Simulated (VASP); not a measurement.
SiC, 2 atoms in the cell. Symmetry: R3m, No. 160, trigonal system. Conventional cell: a = 3.063 Å, b = 3.063 Å, c = 8.128 Å, α = 90.00°, β = 90.00°, γ = 120.00°. Si (site symmetry 3m) has 4 C at 1.89 to 2.03 Å within 2.5 Å. Within 2.5 Å of C (site symmetry 3m) lie 4 Si at 1.89 to 2.03 Å. 

| Quantity | Value |
| --- | --- |
| Program | VASP 6.6.1 |
| Task | single point |
| Functional | PBE |
| Potentials or basis | VASP PAW PBE potentials, release 64 (Si, C) |
| Cutoff | 520 eV |
| k mesh | 12 × 12 × 12 |
| Occupations | gaussian, width 0.05 eV |
| Spin | no spin polarisation |
| Dipole correction | no |
| Further INCAR settings | ALGO = Normal; EDIFF = 1e-07; NBANDS = 11 |

Potentials or basis: VASP PAW PBE potentials, release 64 (Si, C).

The run is started by

```console
$ cat potpaw_PBE.64/Si/POTCAR potpaw_PBE.64/C/POTCAR > POTCAR
$ mpirun -np 1 vasp_std > vasp.out
```

Hardware: 1 thread of Intel Xeon 8259CL, on a shared host.

Problem. How long does it take, and how much memory?

Solution. Run time: 66 s on 1 thread of Intel Xeon 8259CL (shared host), peak memory 0.17 GiB. Counts: scf iterations 14, k points 189.
